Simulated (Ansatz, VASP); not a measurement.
## One calculation of Li3SeF, two programs

```
Li Se F
1.0
     3.99627    0.00000    0.00000
     0.00000    3.99627    0.00000
     0.00000    0.00000    3.99627
Li Se F
3 1 1
Direct
  0.50000 0.00000 0.50000
  0.50000 0.50000 0.00000
  0.00000 0.50000 0.50000
  0.00000 0.00000 0.00000
  0.50000 0.50000 0.50000
```

Alike in both runs: task single point; functional r2SCAN; k mesh 6 × 6 × 6; occupations gaussian, width 0.02 eV; no spin polarisation.

|  | VASP | Ansatz |
| --- | --- | --- |
| version | VASP 6.6.1 | Ansatz 0.2.0 |
| potentials or method | VASP PAW PBE potentials, release 64 (Li_sv, Se, F), cutoff 520 eV | scalar-relativistic, plane waves, PAW |
| valence electrons in the cell | 22 | 32 |

|  | VASP | Ansatz | Ansatz less VASP |
| --- | --- | --- | --- |
| gap on the k mesh at the Fermi level (eV) | 4.74 | 4.58 | -0.159 |
| least direct gap on the mesh (eV) | 4.81 | 4.72 | -0.087 |

VASP's potentials were made for PBE, not for r2SCAN. VASP's potentials hold 22 valence electrons a cell and Ansatz's 32, so a difference there can come from the potentials and not from the codes.

Noted on VASP's run: the cutoff is short for stress, so the pressure is rough.
